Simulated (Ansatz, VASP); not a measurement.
## SnTe: VASP beside Ansatz

```
CELL_PARAMETERS angstrom
3.93056 0.00000 0.00000
0.00000 3.93056 0.00000
0.00000 0.00000 3.93056
ATOMIC_POSITIONS crystal
Te 0.50000 0.50000 0.50000
Sn 0.00000 0.00000 0.00000
```

Change from the starting cell: volume scaled by 1.02.

Alike in both runs: task single point; functional LDA; k mesh 7 × 7 × 7; occupations fermi-dirac, width 0.05 eV; no spin polarisation.

|  | VASP | Ansatz |
| --- | --- | --- |
| version | VASP 6.6.1 | Ansatz 0.2.0 |
| potentials or method | VASP PAW LDA potentials, release 64 (Te, Sn_d), cutoff 520 eV | all-electron LAPW, scalar-relativistic |

|  | VASP | Ansatz | Ansatz less VASP |
| --- | --- | --- | --- |
| gap on the k mesh at the Fermi level (eV) | none | none | - |
| pressure (GPa) | -5.3 | -5.2 | +0.05 |

LDA's correlation is that of Perdew and Zunger in VASP and of Perdew and Wang (1992) in Ansatz. A gap of «none» marks a metal or a gap that the smearing closes. Ansatz ran all-electron here, and VASP with PAW potentials.

Neither program's run includes spin-orbit coupling.
